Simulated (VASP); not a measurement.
# SiC (F-43m) in VASP: single point with PBE

Aim: the single point of SiC with PBE.

Program: VASP 6.6.1. These are calculated values, not measurements. Logs are shortened: lines on timing, memory, paths and dates and some standing lists are left out, and cuts for length are marked.

### 1 The cell of the first run

The structure is cubic, space group F-43m (No. 216). The conventional cell has a = 4.380 Å, b = 4.380 Å, c = 4.380 Å, α = 90.00°, β = 90.00°, γ = 90.00°. Within 2.5 Å of Si (site symmetry -43m) lie 4 C at 1.90 Å. C (site symmetry -43m) has 4 Si at 1.90 Å within 2.5 Å.

### 2 Single point, PBE

Contents of INCAR:

```
PREC = Accurate
ENCUT = 520
EDIFF = 1E-6
ISMEAR = 0
SIGMA = 0.02
LREAL = False
LASPH = True
NELM = 100
ALGO = Normal
ISIF = 2
LWAVE = False
LCHARG = False
GGA = PE
NBANDS = 21
```

Contents of KPOINTS:

```
Automatic mesh
0
Gamma
  10 10 10
```

Contents of POSCAR:

```
SiC
1.0
    0.0000000000      2.1898964927     -2.1898964927
    4.3797244834      0.0000000000      0.0000000000
   -2.1898622417     -4.3797649865     -2.1898684938
Si C
3 3
Direct
    0.1666666667      0.4166673754      0.3333333333
    0.5000000000      0.7500007087      0.0000000000
    0.8333333333      0.0833340421      0.6666666667
    0.3333333333      0.3333326246      0.6666666667
    0.6666666667      0.6666659579      0.3333333333
    1.0000000000     -0.0000007087      1.0000000000
```

Potentials or basis: VASP PAW PBE potentials, release 64 (Si, C).

Started as:

```sh
> cat potpaw_PBE.64/Si/POTCAR potpaw_PBE.64/C/POTCAR > POTCAR
> mpirun -np 1 vasp_std > vasp.out
```

OUTCAR:

```text
PREC = Accurate
   ENCUT = 520
   EDIFF = 1E-6
   ISMEAR = 0
   LREAL = False
   LASPH = True
   NELM = 100
   ISIF = 2
   GGA = PE

 ion  position               nearest neighbor table
   1  0.167  0.417  0.333-   6 1.90   4 1.90   5 1.90   5 1.90   2 3.10   2 3.10   3 3.10   2 3.10
                             3 3.10   2 3.10   3 3.10   3 3.10   3 3.10   2 3.10
   2  0.500  0.750  0.000-   5 1.90   4 1.90   6 1.90   6 1.90   1 3.10   3 3.10   1 3.10   3 3.10
                             3 3.10   1 3.10   3 3.10   1 3.10   3 3.10   1 3.10
   3  0.833  0.083  0.667-   6 1.90   5 1.90   4 1.90   4 1.90   2 3.10   2 3.10   2 3.10   1 3.10
                             1 3.10   2 3.10   1 3.10   1 3.10   1 3.10   2 3.10
   4  0.333  0.333  0.667-   2 1.90   1 1.90   3 1.90   3 1.90
   5  0.667  0.667  0.333-   2 1.90   3 1.90   1 1.90   1 1.90
   6  0.000  1.000  0.000-   3 1.90   1 1.90   2 1.90   2 1.90

  LATTYP: Found a body centered orthorhombic cell.
 ALAT       =     3.0969813202
 B/A-ratio  =     1.4141914434
 C/A-ratio  =     2.9999744290

  Lattice vectors:

 A1 = (   2.1898622417,   4.3797649865,   2.1898684938)
 A2 = (  -2.1898622417,   2.1898684938,   4.3797649865)
 A3 = (   2.1898622417,  -4.3797649865,  -2.1898684938)

Analysis of symmetry for initial positions (statically):
=====================================================================
 Subroutine PRICEL returns following result:

  LATTYP: Found a body centered tetragonal cell.
 ALAT       =     3.0969549222
 C/A-ratio  =     1.4142034977

  Lattice vectors:

 A1 = (  -2.1898622417,  -2.1898871602,   0.0000093330)
 A2 = (  -2.1898622417,   2.1898871602,  -0.0000093330)
 A3 = (   2.1898622417,   0.0000093338,  -2.1898871597)

   3 primitive cells build up your supercell.

 Routine SETGRP: Setting up the symmetry group for a
 body centered orthorhombic supercell.

 Subroutine GETGRP returns: Found  4 space group operations
 (whereof  4 operations were pure point group operations)
 out of a pool of  8 trial point group operations.

The static configuration has the point symmetry C_2v.

Analysis of symmetry for dynamics (positions and initial velocities):
=====================================================================
 Subroutine PRICEL returns following result:

  LATTYP: Found a body centered tetragonal cell.
 ALAT       =     3.0969549222
 C/A-ratio  =     1.4142034977

  Lattice vectors:

 A1 = (  -2.1898622417,  -2.1898871602,   0.0000093330)
 A2 = (  -2.1898622417,   2.1898871602,  -0.0000093330)
 A3 = (   2.1898622417,   0.0000093338,  -2.1898871597)

   3 primitive cells build up your supercell.

 Routine SETGRP: Setting up the symmetry group for a
 body centered orthorhombic supercell.

 Subroutine GETGRP returns: Found  4 space group operations
 (whereof  4 operations were pure point group operations)
 out of a pool of  8 trial point group operations.

The dynamic configuration has the point symmetry C_2v.

 Subroutine INISYM returns: Found  4 space group operations
 (whereof  4 operations are pure point group operations),
 and found     3 'primitive' translations

----------------------------------------------------------------------------------------

                                     Primitive cell

  volume of cell :      21.0034

  direct lattice vectors                    reciprocal lattice vectors
    -2.189862242 -2.189887160  0.000009333    -0.228324865 -0.228323240 -0.228323240
    -2.189862242  2.189887160 -0.000009333    -0.228324865  0.228321294 -0.228321293
     2.189862242  0.000009334 -2.189887160     0.000000000 -0.000001946 -0.456644533

  length of vectors
     3.096950502  3.096950502  3.096950502     0.395468390  0.395466143  0.456644533

  position of ions in fractional coordinates (direct lattice)
     0.249999291  0.749999291  0.500000000
     0.000000709  0.000000709  0.000000000

  ion indices of the primitive-cell ions
   primitive index   ion index
                 1           1
                 2           4

----------------------------------------------------------------------------------------

 KPOINTS: Automatic mesh

Automatic generation of k-mesh.
 Grid dimensions read from file:
 generate k-points for:   10   10   10

 Generating k-lattice:

  Cartesian coordinates                     Fractional coordinates (reciprocal lattice)
     0.000000000  0.015221355 -0.030442904     0.100000000  0.000000000  0.000000000
     0.022832486 -0.007610775 -0.007610775     0.000000000  0.100000000  0.000000000
     0.000000000 -0.015221549 -0.015221549     0.000000000  0.000000000  0.100000000

  Length of vectors
     0.034036158  0.025242231  0.021526521

  Shift w.r.t. Gamma in fractional coordinates (k-lattice)
     0.000000000  0.000000000  0.000000000

 Subroutine IBZKPT returns following result:
 ===========================================

 Found    171 irreducible k-points:

 Following reciprocal coordinates:
            Coordinates               Weight
  0.000000  0.000000  0.000000      1.000000
  0.100000  0.000000  0.000000      4.000000
  0.200000  0.000000  0.000000      4.000000
  0.300000  0.000000 -0.000000      4.000000
  0.400000  0.000000 -0.000000      4.000000
  0.500000  0.000000  0.000000      2.000000
[... 16 lines left out ...]
 -0.400000  0.200000  0.000000      8.000000
 -0.300000  0.200000  0.000000      8.000000
 [... further k-points ...]
   k-points           NKPTS =    171   k-points in BZ     NKDIM =    171   number of bands    NBANDS=     21
   number of dos      NEDOS =    301   number of ions     NIONS =      6
   total plane-waves  NPLWV =  34560
   dimension x,y,z NGX =    24 NGY =   36 NGZ =   40
   dimension x,y,z NGXF=    48 NGYF=   72 NGZF=   80
   ions per type =               3   3
   NGX,Y,Z   is equivalent  to a cutoff of  12.88, 13.66, 12.40 a.u.
   NGXF,Y,Z  is equivalent  to a cutoff of  25.77, 27.33, 24.79 a.u.
 SYSTEM =  unknown system
   PREC   = accura    normal or accurate (medium, high low for compatibility)
   ISTART =      0    job   : 0-new  1-cont  2-samecut
   ICHARG =      2    charge: 1-file 2-atom 10-const
   ISPIN  =      1    spin polarized calculation?
   LNONCOLLINEAR =      F non collinear calculations
   LSORBIT =      F    spin-orbit coupling
   LASPH  =      T    aspherical Exc in radial PAW
   ENCUT  =  520.0 eV  38.22 Ry    6.18 a.u.   5.76  8.14  9.97*2*pi/ulx,y,z
   NELM   =    100;   NELMIN=  2; NELMDL= -5     # of ELM steps
   EDIFF  = 0.1E-05   stopping-criterion for ELM
   LREAL  =      F    real-space projection
   EDIFFG = 0.1E-04   stopping-criterion for IOM
   NSW    =      0    number of steps for IOM
   IBRION =     -1    ionic relax: 0-MD 1-quasi-New 2-CG
   NFREE  =      0    steps in history (QN), initial steepest desc. (CG)
   ISIF   =      2    stress and relaxation
   ISYM   =      2    0-nonsym 1-usesym 2-fastsym
   POTIM  = 0.5000    time-step for ionic-motion
   TEBEG  =    0.0;   TEEND  =   0.0 temperature during run
   PSTRESS=    0.0 pullay stress
   NELECT =      24.0000    total number of electrons
   NUPDOWN=      -1.0000    fix difference up-down
   EMIN   =  10.00;   EMAX   =-10.00  energy-range for DOS
   EFERMI =   0.00;   METHOD = LEGACY
   ISMEAR =     0;   SIGMA  =   0.02  broadening in eV -4-tet -1-fermi 0-gaus
   EFERMI_NEDOS =   21; number of points for ismear=-14 and -15
   IALGO  =     38    algorithm
   IMIX   =      4    mixing-type and parameters
     AMIX     =   0.40;   BMIX     =  1.00
     AMIX_MAG =   1.60;   BMIX_MAG =  1.00
  volume/ion in A,a.u.               =      10.50        70.87
  Fermi-wavevector in a.u.,A,eV,Ry     =   1.186701  2.242540 19.160539  1.408260
  Thomas-Fermi vector in A             =   2.322868
   LORBIT       =      0    0 simple, 1 ext, 2 COOP (PROOUT), +10 PAW based schemes
   GGA     = PE    functional components
   LHFCALC =     F    Hartree Fock is set to
   AEXX    =    0.0000 exact exchange contribution
   IVDW    =     0    specifies the selected vdW correction
   LEPSILON=     F    determine dielectric tensor
   LRPA    =     F    only Hartree local field effects (RPA)
 non-spin polarized calculation
 Gauss-broadening in eV      SIGMA  =   0.02
  energy-cutoff  :      520.00
  volume of cell :       63.01
 maximum number of plane-waves:      1720
   NGX = 11   NGY = 17   NGZ = 19

 number of electron      24.0000000 magnetization

 Free energy of the ion-electron system (eV)
  ---------------------------------------------------
  ext. energy  EPLUGINS =         0.00000000
  ---------------------------------------------------
  free energy    TOTEN  =       -45.18287785 eV

  energy without entropy =      -45.18287785  energy(sigma->0) =      -45.18287785

 E-fermi :   8.0406     XC(G=0): -11.2911

 val. band max:        7.9400598461   @ k =   0.0000   0.0000   0.0000
 cond. band min:       9.3107149116   @ k =   0.0000   0.0000   0.5000
 fundamental gap:      1.3706550654
 Fermi energy:         8.0405654310

 k-point     1 :       0.0000    0.0000    0.0000
  band No.  band energies     occupation
      1      -7.3464      2.00000
      2      -2.7823      2.00000
      3      -2.7823      2.00000
      4       0.9388      2.00000
      5       0.9388      2.00000
      6       2.3783      2.00000
[... 13 lines left out ...]
     20      17.0042      0.00000
     21      18.6064      0.00000

 k-point     2 :       0.1000    0.0000    0.0000
  band No.  band energies     occupation
      1      -7.2033      2.00000
      2      -2.9410      2.00000
      3      -2.5077      2.00000
      4       0.8928      2.00000
      5       1.0979      2.00000
      6       2.4374      2.00000
[... 13 lines left out ...]
     20      16.4898      0.00000
     21      18.0073      0.00000

 k-point     3 :       0.2000    0.0000    0.0000
  band No.  band energies     occupation
      1      -6.7775      2.00000
      2      -2.9410      2.00000
      3      -2.2315      2.00000
      4       0.9326      2.00000
      5       1.2264      2.00000
      6       2.8198      2.00000
[... 13 lines left out ...]
     20      16.6159      0.00000
     21      16.6956      0.00000

 k-point     4 :       0.3000    0.0000   -0.0000
  band No.  band energies     occupation
      1      -6.0824      2.00000
      2      -2.7834      2.00000
      3      -2.2538      2.00000
      4       0.9471      2.00000
      5       0.9974      2.00000
      6       2.9096      2.00000
[... 13 lines left out ...]
     20      17.0294      0.00000
     21      17.0295      0.00000

 k-point     5 :       0.4000    0.0000   -0.0000
  band No.  band energies     occupation
      1      -5.1476      2.00000
      2      -2.9411      2.00000
      3      -2.5375      2.00000
      4       0.4693      2.00000
      5       1.2264      2.00000
      6       3.1498      2.00000
[... 13 lines left out ...]
     20      16.6161      0.00000
     21      18.1935      0.00000
[... 382 lines left out ...]
     20      17.8401      0.00000
     21      18.0966      0.00000

 k-point    22 :       0.5000    0.2000    0.0000
  band No.  band energies     occupation
      1      -4.0943      2.00000
      2      -3.6041      2.00000
      3      -2.4830      2.00000
      4       0.5674      2.00000
      5       0.8957      2.00000
      6       1.1535      2.00000
[... 13 lines left out ...]
     20      17.9057      0.00000
     21      18.0798      0.00000

 k-point    23 :      -0.4000    0.2000    0.0000
  band No.  band energies     occupation
      1      -5.0942      2.00000
      2      -2.7293      2.00000
      3      -2.3374      2.00000
      4       0.5549      2.00000
      5       0.7112      2.00000
      6       1.9536      2.00000
[... 13 lines left out ...]
     20      17.5942      0.00000
     21      18.1896      0.00000

 k-point    24 :      -0.3000    0.2000    0.0000
  band No.  band energies     occupation
      1      -5.9536      2.00000
      2      -2.5078      2.00000
      3      -2.5002      2.00000
      4       0.7494      2.00000
      5       0.8927      2.00000
      6       2.4374      2.00000
[... 13 lines left out ...]
     20      17.2357      0.00000
     21      18.2908      0.00000

 [... further k-points ...]

------------------------ aborting loop because EDIFF is reached ----------------------------------------

  FORCE on cell =-STRESS in cart. coord.  units (eV):
  Direction    XX          YY          ZZ          XY          YZ          ZX
  --------------------------------------------------------------------------------------
  -------------------------------------------------------------------------------------
  Total       -0.0207434     -0.0211084     -0.0211084      0.0000000      0.0003016      0.0000000
  in kB       -0.5274466     -0.5367287     -0.5367287      0.0000000      0.0076676      0.0000000
  external PRESSURE =      -0.5336346 kB  Pullay stress =       0.0000000 kB

 VOLUME and BASIS-vectors are now :
 -----------------------------------------------------------------------------
  energy-cutoff  :      520.00
  volume of cell :       63.01
      direct lattice vectors                 reciprocal lattice vectors
     0.000000000  2.189896493 -2.189896493     0.000000000  0.152213547 -0.304429040
     4.379724483  0.000000000  0.000000000     0.228324865 -0.076107747 -0.076107747
    -2.189862242 -4.379764986 -2.189868494     0.000000000 -0.152215493 -0.152215493

 POSITION                                       TOTAL-FORCE (eV/Angst)
 -----------------------------------------------------------------------------------
      1.09493     -1.09494     -1.09494        -0.000004      0.000000     -0.000000
      3.28480      1.09495     -1.09495        -0.000004      0.000000      0.000000
     -1.09493     -1.09493     -3.28483        -0.000004      0.000000      0.000000
     -0.00000     -2.18988     -2.18988         0.000004      0.000000      0.000000
      2.18986      0.00001     -2.18989         0.000004     -0.000000     -0.000000
      4.37972      0.00000      0.00000         0.000004     -0.000000     -0.000000
 -----------------------------------------------------------------------------------
    total drift:                               -0.000009     -0.000001     -0.000001

  FREE ENERGIE OF THE ION-ELECTRON SYSTEM (eV)
  ---------------------------------------------------
  free  energy   TOTEN  =       -45.1828778477 eV

  energy  without entropy=      -45.1828778477  energy(sigma->0) =      -45.18287785
```

Wall time 4.8 min (1 thread of Intel Xeon 8259CL, shared host); peak memory 0.3 GiB.

What came out:

- Free energy: -45.1829 eV
- Pressure: -0.1 GPa
- Band gap on the k mesh: 1.37 eV

Levels at points of the mesh, in eV from the valence-band top:
```csv
k point,band 10,band 11,band 12,band 13,band 14,band 15
"(0.00, 0.00, 0.00)",0.00,0.00,0.00,3.80,3.80,6.06
"(0.50, 0.00, 0.00)",-3.16,-2.39,-2.39,1.37,4.27,4.87
"(0.00, 0.50, 0.00)",-1.73,-1.05,-1.05,4.86,4.86,5.30
"(0.50, 0.50, 0.00)",-3.08,-1.05,-1.05,5.10,5.10,5.30
"(0.00, 0.00, 0.50)",-2.41,-0.38,-0.38,1.37,4.27,6.94
```
